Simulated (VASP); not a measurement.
Write the native input for VASP 6.6.1 that does the following.

* Task: single point
* Functional: LDA
* Potentials or basis: VASP PAW LDA potentials, release 64 (Cd)
* Cutoff: 520 eV
* k mesh: 12 × 12 × 12
* Occupations: methfessel-paxton, width 0.05 eV
* Spin: no spin polarisation
* Dipole correction: no
* Further INCAR settings: ALGO = Normal; EDIFF = 1e-06; NBANDS = 12

The structure of Cd lies in POSCAR:

```
Cd
1.0
    0.0000000000      2.2181497500      2.2181497500
    2.2181497500      0.0000000000      2.2181497500
    2.2181497500      2.2181497500      0.0000000000
Cd
1
Direct
    0.0000000000      0.0000000000      0.0000000000
```

The input as run:

INCAR

```
PREC = Accurate
ENCUT = 520
EDIFF = 1E-6
ISMEAR = 1
SIGMA = 0.05
LREAL = False
LASPH = True
NELM = 60
ALGO = Normal
ISIF = 2
LWAVE = False
LCHARG = True
GGA = CA
LELF = True
LVHAR = True
NBANDS = 12
```

KPOINTS

```
regular mesh
0
Gamma
  12 12 12
```

Potentials or basis: VASP PAW LDA potentials, release 64 (Cd).

Launch:

```sh
$ cat potpaw_LDA.64/Cd/POTCAR > POTCAR
$ mpirun -np 1 vasp_std > vasp.out
```

Results of the run:

* Pressure: -4.4 GPa
* Band gap on the k mesh: zero (band 6 reaches 4.52 eV, above the bottom of band 7 at 1.21 eV)

Run time: 14 s on 1 thread of Intel Xeon 8259CL (shared host), peak memory 0.14 GiB.
